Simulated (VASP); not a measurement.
A run of VASP 6.6.1 is set up as follows.

Contents of INCAR:

```
  ALGO = Normal
  EDIFF = 1E-6
  ENCUT = 520
  GGA = PE
  ISIF = 2
  ISMEAR = 0
  ISPIN = 2
  LASPH = T
  LCHARG = F
  LMAXMIX = 4
  LORBIT = 11
  LREAL = F
  LWAVE = F
  MAGMOM = 0.2 0.2
  NBANDS = 18
  NELM = 150
  PREC = Accurate
  SIGMA = 0.05
```

Contents of KPOINTS:

```
k-points
0
Gamma
  12 12 12
```

POSCAR

```
HfC
1.0
    2.9008889300      0.0000000000      0.0000000000
    0.0000000000      2.9008889300      0.0000000000
    0.0000000000      0.0000000000      2.9008889300
Hf C
1 1
Direct
    0.0000000000      0.0000000000      0.0000000000
    0.5000000000      0.5000000000      0.5000000000
```

Potentials or basis: VASP PAW PBE potentials, release 64 (Hf_pv, C).

Run with:

```sh
$ cat potpaw_PBE.64/Hf_pv/POTCAR potpaw_PBE.64/C/POTCAR > POTCAR
$ mpirun -np 1 vasp_std > vasp.out
```

(1) Predict the net moment.

(2) What does it give for the band gap on the k mesh?

## Answers

(1) 0.00 μB per cell.

(2) zero (filled and empty bands overlap).

Caveat: spin-orbit coupling is left out, which moves the levels of the heavy elements.
